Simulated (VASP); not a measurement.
Input of a VASP 6.6.1 run:

File INCAR:

```
PREC     = Accurate       # precision mode
ENCUT    = 520            # plane-wave cutoff, eV
EDIFF    = 1E-6           # SCF threshold, eV
ISMEAR   = 0              # smearing method
SIGMA    = 0.03           # smearing width, eV
LREAL    = F              # projectors in reciprocal space
LASPH    = T              # aspherical terms in the spheres
NELM     = 80             # most SCF steps
ALGO     = Normal         # electronic algorithm
ISIF     = 2              # what is computed and relaxed
LWAVE    = F              # write WAVECAR
LCHARG   = F              # write CHGCAR
NBANDS   = 16             # bands
```

Contents of KPOINTS:

```
Automatic mesh
0
Gamma
  12 12 6
```

Contents of POSCAR:

```
Si
1.0
    3.8313174605      0.0000000000      0.0000000000
   -1.9156587303      3.8157209884      0.0000000000
    0.0000000000      0.0000000000      6.3326220002
Si
4
Direct
    0.3333333333      0.6666666667      0.0630095000
    0.6666666667      0.3333333333      0.5630095000
    0.3333333333      0.6666666667      0.4369905000
    0.6666666667      0.3333333333      0.9369905000
```

Potentials or basis: VASP PAW LDA potentials, release 64 (Si).

The run is started by

```console
$ cat potpaw_LDA.64/Si/POTCAR > POTCAR
$ mpirun -np 1 vasp_std > vasp.out
```

**Question.** What does it give for the band gap on the k mesh?

**Answer.** Zero (bands 8 and 9 overlap by 0.35 eV).

**Question.** Estimate the largest force.

**Answer.** 0.481 eV/Å.

**Question.** Predict the pressure.

**Answer.** -9.6 GPa.

Forces in eV/Å, atoms in the order of the input:
```
Si   0.000  0.174 -0.449
Si   0.000 -0.174 -0.449
Si   0.000  0.174  0.449
Si   0.000 -0.174  0.449
```

Caveat: the cell differs from its parent crystal (strain +0.1500 x Voigt [0, 1, 0, 0, 0, 0]); the cell stands under tension; semilocal functionals underestimate gaps, so a narrow gap can read as zero.
